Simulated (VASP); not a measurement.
PbSe (Clausthalite):

```xyz
2
Lattice="0.0000 2.9540 2.9540 2.9540 0.0000 2.9540 2.9540 2.9540 0.0000" Properties=species:S:1:pos:R:3 pbc="T T T"
Pb    0.0000    0.0000    0.0000
Se    2.9540    2.9540    2.9540
```

This cell differs from its parent crystal: strain -3.8%.

Base run:

| Quantity | Value |
| --- | --- |
| Program | VASP 6.6.1 |
| Functional | r2SCAN |
| Potentials or basis | VASP PAW PBE potentials, release 64 (Pb_d, Se) |
| Cutoff | 520 eV |
| k mesh | 8 × 8 × 8 |
| Occupations | fermi-dirac, width 0.02 eV |
| Spin | no spin polarisation |

Its results: band gap on the k mesh 0.15 eV, direct; pressure 9.3 GPa.

Problem. The run is repeated on the same cell with these changes: functional from r2SCAN to PBE; further incar settings from ALGO = Normal; EDIFF = 1e-06; NBANDS = 17 to ALGO = Normal; EDIFF = 1e-07; NBANDS = 17. What comes out?

Solution. Band gap on the k mesh 0.12 eV, direct; pressure 9.8 GPa.

Caveats: spin-orbit coupling is left out, which moves the levels of the heavy elements; the PAW data sets were made with another functional, which shifts forces and pressure a little (some runs).

A k mesh can miss the band edges.
